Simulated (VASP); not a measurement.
Crystal: MgS.

```
Mg S
1.0
     0.00000    2.77794    2.77794
     2.77794    0.00000    2.77794
     2.77794    2.77794    0.00000
Mg S
1 1
Direct
  0.00000 0.00000 0.00000
  0.25000 0.25000 0.25000
```

This cell differs from its parent crystal: strain -1.9%.

Base run:

```yaml
Program: VASP 6.6.1
Functional: r2SCAN
Potentials_or_basis: VASP PAW PBE potentials, release 64 (Mg, S)
Cutoff: 520 eV
k_mesh: 8 × 8 × 8
Occupations: gaussian, width 0.01 eV
Spin: no spin polarisation
```

Its results: band gap on the k mesh 4.27 eV, indirect (least direct gap 4.44 eV); pressure 3.5 GPa.

**Question.** The run is repeated on the same cell with these changes: functional from r2SCAN to HSE06; k mesh from 8 × 8 × 8 to 6 × 6 × 6. What comes out?

**Answer.** Band gap on the k mesh 4.81 eV, indirect (least direct gap 4.82 eV); pressure 3.7 GPa.

Several settings changed at once, so the effect can't be laid on one alone.

Caveats: the PAW data sets were made with another functional, which shifts forces and pressure a little.

A k mesh can miss the band edges.
